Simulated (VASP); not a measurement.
A run of VASP 6.6.1:

File POSCAR:

```
MgO
1.0
    0.2637546679      2.2419146773      2.2419146773
    2.2419146773      0.2637546679      2.2419146773
    2.2419146773      2.2419146773      0.2637546679
Mg O
1 1
Direct
    0.0000000000      0.0000000000      0.0000000000
    0.5000000000      0.5000000000      0.5000000000
```

Contents of INCAR.step1:

```
SYSTEM = MgO
  PREC = Accurate
  ENCUT = 520
  ISMEAR = 0
  SIGMA = 0.05
  LREAL = .False.
  LASPH = .True.
  NELM = 80
  NBANDS = 11
  GGA = PE
  ALGO = Normal
  EDIFF = 1E-4
  LWAVE = .True.
  LCHARG = .False.
```

The input INCAR.step2:

```
SYSTEM = MgO
  PREC = Accurate
  ENCUT = 520
  EDIFF = 1E-6
  ISMEAR = 0
  SIGMA = 0.05
  LREAL = .False.
  LASPH = .True.
  NELM = 80
  ALGO = Normal
  ISIF = 2
  LWAVE = .False.
  LCHARG = .False.
  METAGGA = R2SCAN
  LMIXTAU = .True.
  NBANDS = 11
  ISTART = 1
```

Contents of KPOINTS:

```
Automatic mesh
0
Gamma
  10 10 10
  0 0 0
```

Potentials or basis: VASP PAW PBE potentials, release 64 (Mg, O).

Run with:

```console
$ cat potpaw_PBE.64/Mg/POTCAR potpaw_PBE.64/O/POTCAR > POTCAR
$ cp INCAR.step1 INCAR
$ mpirun -np 1 vasp_std > vasp.out
$ cp INCAR.step2 INCAR
$ mpirun -np 1 vasp_std > vasp.out
```

Hardware: 1 thread of Intel(R) Xeon(R) Platinum 8559C (Emerald Rapids) (shared host).

Task: Estimate the wall time of this run.

Result: Run time: 43 s on 1 thread of Intel(R) Xeon(R) Platinum 8559C (Emerald Rapids), on a shared host, peak memory 0.16 GiB. Counts: k points 116.
